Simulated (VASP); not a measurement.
# Ta in VASP: notebook

The runs below take Ta through single point, with r2SCAN.

All numbers are computed with VASP 6.6.1; they aren't measurements. Logs are shortened: lines on timing, memory, paths and dates and some standing lists are left out, and cuts for length are marked.

## (1) The cell of the first run

The cell holds a slab with vacuum, 4 atoms: a = 2.900 Å, b = 2.900 Å, c = 19.749 Å, α = 90.00°, β = 90.00°, γ = 120.00°.

## (2) Single point, r2SCAN

Contents of POSCAR:

```
Ta
1.0
    2.9003720000      0.0000000000      0.0000000000
   -1.4501860000      2.5117960000      0.0000000000
    0.0000000000      0.0000000000     19.7494110000
Ta
4
Direct
    0.6666666667      0.3333333333      0.4346021762
    0.3333333333      0.6666666667      0.3038065287
    0.6666666667      0.3333333333      0.6961934713
    0.3333333333      0.6666666667      0.5653978238
```

Contents of INCAR.step1:

```
  ALGO = Normal
  DIPOL = 0.5 0.5 0.500
  EDIFF = 1E-4
  EFIELD = -0.2
  ENCUT = 520
  GGA = PE
  IDIPOL = 3
  ISMEAR = -1
  LASPH = True
  LCHARG = False
  LDIPOL = True
  LREAL = False
  LWAVE = True
  NBANDS = 30
  NELM = 100
  PREC = Accurate
  SIGMA = 0.15
```

Contents of INCAR.step2:

```
  ALGO = Normal
  DIPOL = 0.5 0.5 0.500
  EDIFF = 1E-7
  EFIELD = -0.2
  ENCUT = 520
  IDIPOL = 3
  ISIF = 2
  ISMEAR = -1
  ISTART = 1
  LASPH = True
  LCHARG = True
  LDIPOL = True
  LELF = True
  LMIXTAU = True
  LREAL = False
  LVACPOTAV = True
  LVHAR = True
  LWAVE = False
  METAGGA = R2SCAN
  NBANDS = 30
  NELM = 100
  PREC = Accurate
  SIGMA = 0.15
```

Contents of KPOINTS:

```
k-points
0
Gamma
  7 7 1
```

Potentials or basis: VASP PAW PBE potentials, release 64 (Ta_pv).

Run with:

```console
$ cat potpaw_PBE.64/Ta_pv/POTCAR > POTCAR
$ cp INCAR.step1 INCAR
$ mpirun -np 1 vasp_std > vasp.out
$ cp INCAR.step2 INCAR
$ mpirun -np 1 vasp_std > vasp.out
```

OUTCAR:

```text
EDIFF = 1E-7
   ENCUT = 520
   ISIF = 2
   ISMEAR = -1
   ISTART = 1
   LASPH = True
   LREAL = False
   METAGGA = R2SCAN
   NELM = 100
   PREC = Accurate

 ion  position               nearest neighbor table
   1  0.667  0.333  0.435-   2 3.08   2 3.08   4 3.08   4 3.08   2 3.08   4 3.08
   2  0.333  0.667  0.304-   1 3.08   1 3.08   1 3.08
   3  0.667  0.333  0.696-   4 3.08   4 3.08   4 3.08
   4  0.333  0.667  0.565-   3 3.08   3 3.08   1 3.08   1 3.08   3 3.08   1 3.08

  LATTYP: Found a hexagonal cell.
 ALAT       =     2.9003720000
 C/A-ratio  =     6.8092682594

  Lattice vectors:

 A1 = (   2.9003720000,   0.0000000000,   0.0000000000)
 A2 = (  -1.4501860000,   2.5117960000,   0.0000000000)
 A3 = (   0.0000000000,   0.0000000000,  19.7494110000)

Analysis of symmetry for initial positions (statically):
=====================================================================
 Subroutine PRICEL returns:
 Original cell was already a primitive cell.

 Routine SETGRP: Setting up the symmetry group for a
 hexagonal supercell.

 Subroutine GETGRP returns: Found 12 space group operations
 (whereof 12 operations were pure point group operations)
 out of a pool of 24 trial point group operations.

The static configuration has the point symmetry D_3d.

Analysis of symmetry for dynamics (positions and initial velocities):
=====================================================================
 An external electric field (EFIELD) may reduce the allowed symmetry operations
 Subroutine PRICEL returns:
 Original cell was already a primitive cell.

 Routine SETGRP: Setting up the symmetry group for a
 hexagonal supercell.

 Subroutine GETGRP returns: Found  6 space group operations
 (whereof  6 operations were pure point group operations)
 out of a pool of 24 trial point group operations.

The dynamic configuration has the point symmetry C_3v.

 Subroutine INISYM returns: Found  6 space group operations
 (whereof  6 operations are pure point group operations),
 and found     1 'primitive' translations

----------------------------------------------------------------------------------------

                                     Primitive cell

  volume of cell :     143.8773

  direct lattice vectors                    reciprocal lattice vectors
     2.900372000  0.000000000  0.000000000     0.344783359  0.199060752  0.000000000
    -1.450186000  2.511796000  0.000000000     0.000000000  0.398121503  0.000000000
     0.000000000  0.000000000 19.749411000     0.000000000  0.000000000  0.050634421

  length of vectors
     2.900372000  2.900372145 19.749411000     0.398121523  0.398121503  0.050634421

  position of ions in fractional coordinates (direct lattice)
     0.666666667  0.333333333  0.434602176
     0.333333333  0.666666667  0.303806529
     0.666666667  0.333333333  0.696193471
     0.333333333  0.666666667  0.565397824

  ion indices of the primitive-cell ions
   primitive index   ion index
                 1           1
                 2           2
                 3           3
                 4           4

----------------------------------------------------------------------------------------

 KPOINTS: k-points

Automatic generation of k-mesh.
 Grid dimensions read from file:
 generate k-points for:    7    7    1

 Generating k-lattice:

  Cartesian coordinates                     Fractional coordinates (reciprocal lattice)
     0.049254766  0.028437250  0.000000000     0.142857143  0.000000000  0.000000000
     0.000000000  0.056874500  0.000000000     0.000000000  0.142857143  0.000000000
     0.000000000  0.000000000  0.050634421     0.000000000  0.000000000  1.000000000

  Length of vectors
     0.056874503  0.056874500  0.050634421

  Shift w.r.t. Gamma in fractional coordinates (k-lattice)
     0.000000000  0.000000000  0.000000000

 Subroutine IBZKPT returns following result:
 ===========================================

 Found      8 irreducible k-points:

 Following reciprocal coordinates:
            Coordinates               Weight
  0.000000  0.000000  0.000000      1.000000
  0.142857 -0.000000  0.000000      6.000000
  0.285714 -0.000000  0.000000      6.000000
  0.428571 -0.000000  0.000000      6.000000
  0.142857  0.142857  0.000000      6.000000
  0.285714  0.142857  0.000000     12.000000
  0.428571  0.142857  0.000000      6.000000
  0.285714  0.285714  0.000000      6.000000
   k-points           NKPTS =      8   k-points in BZ     NKDIM =      8   number of bands    NBANDS=     30
   number of dos      NEDOS =    301   number of ions     NIONS =      4
   total plane-waves  NPLWV =  86400
   dimension x,y,z NGX =    24 NGY =   24 NGZ =  150
   dimension x,y,z NGXF=    48 NGYF=   48 NGZF=  300
   ions per type =               4
   NGX,Y,Z   is equivalent  to a cutoff of  13.76, 13.76, 12.63 a.u.
   NGXF,Y,Z  is equivalent  to a cutoff of  27.51, 27.51, 25.25 a.u.
 SYSTEM =  unknown system
   PREC   = accura    normal or accurate (medium, high low for compatibility)
   ISTART =      1    job   : 0-new  1-cont  2-samecut
   ICHARG =      0    charge: 1-file 2-atom 10-const
   ISPIN  =      1    spin polarized calculation?
   LNONCOLLINEAR =      F non collinear calculations
   LSORBIT =      F    spin-orbit coupling
   LASPH  =      T    aspherical Exc in radial PAW
   ENCUT  =  520.0 eV  38.22 Ry    6.18 a.u.   5.39  5.39 36.72*2*pi/ulx,y,z
   NELM   =    100;   NELMIN=  2; NELMDL=  0     # of ELM steps
   EDIFF  = 0.1E-06   stopping-criterion for ELM
   LREAL  =      F    real-space projection
   EDIFFG = 0.1E-05   stopping-criterion for IOM
   NSW    =      0    number of steps for IOM
   IBRION =     -1    ionic relax: 0-MD 1-quasi-New 2-CG
   NFREE  =      0    steps in history (QN), initial steepest desc. (CG)
   ISIF   =      2    stress and relaxation
   ISYM   =      2    0-nonsym 1-usesym 2-fastsym
   POTIM  = 0.5000    time-step for ionic-motion
   TEBEG  =    0.0;   TEEND  =   0.0 temperature during run
   PSTRESS=    0.0 pullay stress
   NELECT =      44.0000    total number of electrons
   NUPDOWN=      -1.0000    fix difference up-down
   EMIN   =  10.00;   EMAX   =-10.00  energy-range for DOS
   EFERMI =   0.00;   METHOD = LEGACY
   ISMEAR =    -1;   SIGMA  =   0.15  broadening in eV -4-tet -1-fermi 0-gaus
   EFERMI_NEDOS =   21; number of points for ismear=-14 and -15
   IALGO  =     38    algorithm
   IMIX   =      4    mixing-type and parameters
     AMIX     =   0.40;   BMIX     =  1.00
     AMIX_MAG =   1.60;   BMIX_MAG =  1.00
  volume/ion in A,a.u.               =      35.97       242.73
  Fermi-wavevector in a.u.,A,eV,Ry     =   1.102965  2.084301 16.551914  1.216531
  Thomas-Fermi vector in A             =   2.239416
   LORBIT       =      0    0 simple, 1 ext, 2 COOP (PROOUT), +10 PAW based schemes
   METAGGA = R2SCAN    functional components
   LHFCALC =     F    Hartree Fock is set to
   AEXX    =    0.0000 exact exchange contribution
   IVDW    =     0    specifies the selected vdW correction
   LEPSILON=     F    determine dielectric tensor
   LRPA    =     F    only Hartree local field effects (RPA)
 non-spin polarized calculation
  energy-cutoff  :      520.00
  volume of cell :      143.88
 maximum number of plane-waves:      3973
 NGX is ok and might be reduce to    24
   NGX = 11   NGY = 11   NGZ = 73

 number of electron      44.0000002 magnetization

 dipolmoment           0.000000      0.000000     -0.098093 electrons x Angstroem

 Free energy of the ion-electron system (eV)
  ---------------------------------------------------
  ext. energy  EPLUGINS =         0.00000000
  ---------------------------------------------------
  free energy    TOTEN  =      -191.10452785 eV

  energy without entropy =     -190.60853844  energy(sigma->0) =     -190.85653315

 E-fermi :   0.5455     XC(G=0):  -7.9936

 val. band max:        0.4701015216   @ k =   0.0000   0.0000   0.0000
 cond. band min:       0.5608565382   @ k =   0.2857   0.2857   0.0000
 fundamental gap:      0.0907550166
 Fermi energy:         0.5455366407

 k-point     1 :       0.0000    0.0000    0.0000
  band No.  band energies     occupation
      1     -35.2128      2.00000
      2     -35.0851      2.00000
      3     -34.7963      2.00000
      4     -34.4970      2.00000
      5     -34.2961      2.00000
      6     -34.2961      2.00000
[... 22 lines left out ...]
     29       1.7734      0.00056
     30       4.1413      0.00000

 k-point     2 :       0.1429   -0.0000    0.0000
  band No.  band energies     occupation
      1     -35.1573      2.00000
      2     -35.0520      2.00000
      3     -34.7930      2.00000
      4     -34.5424      2.00000
      5     -34.4938      2.00000
      6     -34.4798      2.00000
[... 22 lines left out ...]
     29       2.4965      0.00000
     30       3.3370      0.00000

 k-point     3 :       0.2857   -0.0000    0.0000
  band No.  band energies     occupation
      1     -35.0522      2.00000
      2     -35.0393      2.00000
      3     -34.9789      2.00000
      4     -34.9551      2.00000
      5     -34.8845      2.00000
      6     -34.8119      2.00000
[... 22 lines left out ...]
     29       3.8876      0.00000
     30       4.3324      0.00000

 k-point     4 :       0.4286   -0.0000    0.0000
  band No.  band energies     occupation
      1     -35.3242      2.00000
      2     -35.3117      2.00000
      3     -35.2886      2.00000
      4     -35.2183      2.00000
      5     -34.8733      2.00000
      6     -34.8273      2.00000
[... 22 lines left out ...]
     29       4.4188      0.00000
     30       5.7690      0.00000

 k-point     5 :       0.1429    0.1429    0.0000
  band No.  band energies     occupation
      1     -35.0662      2.00000
      2     -35.0150      2.00000
      3     -34.8673      2.00000
      4     -34.8079      2.00000
      5     -34.7693      2.00000
      6     -34.7133      2.00000
[... 22 lines left out ...]
     29       3.4142      0.00000
     30       3.8372      0.00000

 k-point     6 :       0.2857    0.1429    0.0000
  band No.  band energies     occupation
      1     -35.1685      2.00000
      2     -35.1485      2.00000
      3     -35.1424      2.00000
      4     -35.0849      2.00000
      5     -34.9022      2.00000
      6     -34.8341      2.00000
[... 22 lines left out ...]
     29       3.4812      0.00000
     30       5.0059      0.00000

 k-point     7 :       0.4286    0.1429    0.0000
  band No.  band energies     occupation
      1     -35.3070      2.00000
      2     -35.2969      2.00000
      3     -35.2708      2.00000
      4     -35.2032      2.00000
      5     -34.8358      2.00000
      6     -34.8180      2.00000
[... 22 lines left out ...]
     29       4.5363      0.00000
     30       4.9610      0.00000

 k-point     8 :       0.2857    0.2857    0.0000
  band No.  band energies     occupation
      1     -35.1642      2.00000
      2     -35.1556      2.00000
      3     -35.1359      2.00000
      4     -35.0962      2.00000
      5     -34.8994      2.00000
      6     -34.8969      2.00000
[... 22 lines left out ...]
     29       4.0400      0.00000
     30       4.2813      0.00000

------------------------ aborting loop because EDIFF is reached ----------------------------------------

  FORCE on cell =-STRESS in cart. coord.  units (eV):
  Direction    XX          YY          ZZ          XY          YZ          ZX
  --------------------------------------------------------------------------------------
  -------------------------------------------------------------------------------------
  Total       -3.0085784     -3.0085788     -3.2719793      0.0000000      0.0000000      0.0000000
  in kB      -33.5026917    -33.5026962    -36.4358508      0.0000000      0.0000000      0.0000000
  external PRESSURE =     -34.4804129 kB  Pullay stress =       0.0000000 kB

 VOLUME and BASIS-vectors are now :
 -----------------------------------------------------------------------------
  energy-cutoff  :      520.00
  volume of cell :      143.88
      direct lattice vectors                 reciprocal lattice vectors
     2.900372000  0.000000000  0.000000000     0.344783359  0.199060752  0.000000000
    -1.450186000  2.511796000  0.000000000     0.000000000  0.398121503  0.000000000
     0.000000000  0.000000000 19.749411000     0.000000000  0.000000000  0.050634421

 POSITION                                       TOTAL-FORCE (eV/Angst)
 -----------------------------------------------------------------------------------
      1.45019      0.83727      8.58314        -0.000000      0.000000     -0.324717
     -0.00000      1.67453      6.00000        -0.000000      0.000000      0.523251
      1.45019      0.83727     13.74941         0.000000      0.000000     -0.534720
     -0.00000      1.67453     11.16627         0.000000     -0.000000      0.336186
 -----------------------------------------------------------------------------------
    total drift:                                0.000000     -0.000000     -0.000018

  FREE ENERGIE OF THE ION-ELECTRON SYSTEM (eV)
  ---------------------------------------------------
  free  energy   TOTEN  =      -191.1045278497 eV

  energy  without entropy=     -190.6085384438  energy(sigma->0) =     -190.85653315
```

Run time: 2.7 min. Hardware: 1 thread of Intel Xeon 6975P-C (Granite Rapids), shared host; peak memory 0.31 GiB.

Results:

```yaml
Free_energy: -191.1045 eV
Largest_force: 0.535 eV/Å
Band_gap_on_the_k_mesh: zero (band 22 reaches 1.29 eV, above the bottom of band 23 at 0.36 eV)
```

Forces in eV/Å, atoms in the order of the input:
```
Ta   0.000  0.000 -0.325
Ta   0.000  0.000  0.523
Ta   0.000  0.000 -0.535
Ta   0.000  0.000  0.336
```

Caveat: the PAW data sets were made with another functional, which shifts forces and pressure a little; spin-orbit coupling is left out, which moves the levels of the heavy elements.

## (3) Single point, r2SCAN

POSCAR is that of step 2.

Contents of INCAR.step1:

```
SYSTEM = Ta
ALGO = Normal
DIPOL = 0.5 0.5 0.500
EDIFF = 1E-4
EFIELD = -0.3
ENCUT = 520
GGA = PE
IDIPOL = 3
ISMEAR = -1
LASPH = .TRUE.
LCHARG = .FALSE.
LDIPOL = .TRUE.
LREAL = .FALSE.
LWAVE = .TRUE.
NBANDS = 30
NELM = 60
PREC = Accurate
SIGMA = 0.15
```

Contents of INCAR.step2:

```
SYSTEM = Ta
ALGO = Normal
DIPOL = 0.5 0.5 0.500
EDIFF = 1E-7
EFIELD = -0.3
ENCUT = 520
IDIPOL = 3
ISIF = 2
ISMEAR = -1
ISTART = 1
LASPH = .TRUE.
LCHARG = .TRUE.
LDIPOL = .TRUE.
LELF = .TRUE.
LMIXTAU = .TRUE.
LREAL = .FALSE.
LVACPOTAV = .TRUE.
LVHAR = .TRUE.
LWAVE = .FALSE.
METAGGA = R2SCAN
NBANDS = 30
NELM = 60
PREC = Accurate
SIGMA = 0.15
```

Contents of KPOINTS:

```
k-points
0
G
  7 7 1
  0 0 0
```

Potentials or basis: VASP PAW PBE potentials, release 64 (Ta_pv).

Run with:

```console
$ cat potpaw_PBE.64/Ta_pv/POTCAR > POTCAR
$ cp INCAR.step1 INCAR
$ mpirun -np 1 vasp_std > vasp.out
$ cp INCAR.step2 INCAR
$ mpirun -np 1 vasp_std > vasp.out
```

Wall time 2.6 min (1 thread of Intel Xeon 6975P-C (Granite Rapids), shared host); peak memory 0.31 GiB.

The run converged. Its results:

* Free energy: -191.1168 eV
* Largest force: 0.536 eV/Å
* Band gap on the k mesh: zero (band 22 reaches 1.28 eV, above the bottom of band 23 at 0.36 eV)

Forces on the atoms (eV/Å):
```
Ta   0.000  0.000 -0.322
Ta   0.000  0.000  0.519
Ta   0.000  0.000 -0.536
Ta   0.000  0.000  0.339
```

Levels at points of the mesh, in eV from the Fermi level:
```csv
k point,band 19,band 20,band 21,band 22,band 23,band 24
"(0.00, 0.00, 0.00)",-0.68,-0.08,0.17,0.74,0.74,0.83
```

Caveat: the PAW data sets were made with another functional, which shifts forces and pressure a little; spin-orbit coupling is left out, which moves the levels of the heavy elements.
